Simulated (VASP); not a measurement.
Wanted: the native input for a VASP 6.6.1 run.

| Quantity | Value |
| --- | --- |
| Task | single point |
| Functional | r2SCAN |
| Potentials or basis | VASP PAW PBE potentials, release 64 (In_d, P) |
| Cutoff | 520 eV |
| k mesh | 6 × 6 × 6 |
| Occupations | gaussian, width 0.01 eV |
| Spin | no spin polarisation |
| Dipole correction | no |
| Further INCAR settings | ALGO = Normal; EDIFF = 1e-06; NBANDS = 16 |

The system is InP.

```
CELL_PARAMETERS angstrom
0.00000 2.95380 2.95380
2.95380 0.00000 2.95380
2.95380 2.95380 0.00000
ATOMIC_POSITIONS crystal
In 0.00000 0.00000 0.00000
P 0.25000 0.25000 0.25000
```

These files were run (other wordings do the same):

POSCAR

```
InP
1.0
    0.0000000000      2.9538002896      2.9538002896
    2.9538002896      0.0000000000      2.9538002896
    2.9538002896      2.9538002896      0.0000000000
In P
1 1
Direct
    0.0000000000      0.0000000000      0.0000000000
    0.2500000000      0.2500000000      0.2500000000
```

INCAR.step1

```
PREC = Accurate ; ENCUT = 520
ISMEAR = 0 ; SIGMA = 0.01
LREAL = False ; LASPH = True
NELM = 60 ; NBANDS = 16
GGA = PE ; ALGO = Normal
EDIFF = 1E-4 ; LWAVE = True
LCHARG = False
```

INCAR.step2

```
PREC = Accurate ; ENCUT = 520
EDIFF = 1E-6 ; ISMEAR = 0
SIGMA = 0.01 ; LREAL = False
LASPH = True ; NELM = 60
ALGO = Normal ; ISIF = 2
LWAVE = False ; LCHARG = False
METAGGA = R2SCAN ; LMIXTAU = True
NBANDS = 16 ; ISTART = 1
```

KPOINTS

```
Automatic mesh
0
Gamma
  6 6 6
```

Potentials or basis: VASP PAW PBE potentials, release 64 (In_d, P).

The run is started by

```sh
$ cat potpaw_PBE.64/In_d/POTCAR potpaw_PBE.64/P/POTCAR > POTCAR
$ cp INCAR.step1 INCAR
$ mpirun -np 1 vasp_std > vasp.out
$ cp INCAR.step2 INCAR
$ mpirun -np 1 vasp_std > vasp.out
```

It gave:

```
Pressure               : -0.1 GPa
Band gap on the k mesh : 1.03 eV, direct
```

Caveat: the PAW data sets were made with another functional, which shifts forces and pressure a little; spin-orbit coupling is left out, which moves the levels of the heavy elements.

Wall time 100 s on 1 thread of AMD EPYC 7R13, with other jobs on the host, peak memory 0.15 GiB.
